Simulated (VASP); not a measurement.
A run of VASP 6.6.1 is set up as follows.

INCAR

```
PREC = Accurate ; ENCUT = 600
EDIFF = 1E-6 ; ISMEAR = 0
SIGMA = 0.02 ; LREAL = False
LASPH = True ; NELM = 120
ALGO = Normal ; ISIF = 2
LWAVE = False ; LCHARG = True
GGA = PE ; LELF = True
LVHAR = True ; NBANDS = 19
GGA_COMPAT = False
```

Contents of KPOINTS:

```
regular mesh
0
Gamma
  6 6 6
```

File POSCAR:

```
BaF2
1.0
    0.0000000000      3.1230009539      3.1230009539
    3.1230009539      0.0000000000      3.1230009539
    3.1230009539      3.1230009539      0.0000000000
Ba F
1 2
Direct
    0.0000000000      0.0000000000      0.0000000000
    0.2500000000      0.2500000000      0.2500000000
    0.7500000000      0.7500000000      0.7500000000
```

Potentials or basis: VASP PAW PBE potentials, release 64 (Ba_sv, F).

Run with:

```bash
$ cat potpaw_PBE.64/Ba_sv/POTCAR potpaw_PBE.64/F/POTCAR > POTCAR
$ mpirun -np 1 vasp_std > vasp.out
```

What does it give for the pressure?

0.9 GPa.

Predict the band gap on the k mesh.

6.68 eV (least direct gap 6.73 eV).

Caveat: spin-orbit coupling is left out, which moves the levels of the heavy elements. Expect the measured gap to be larger: semilocal functionals such as PBE lack the derivative discontinuity.
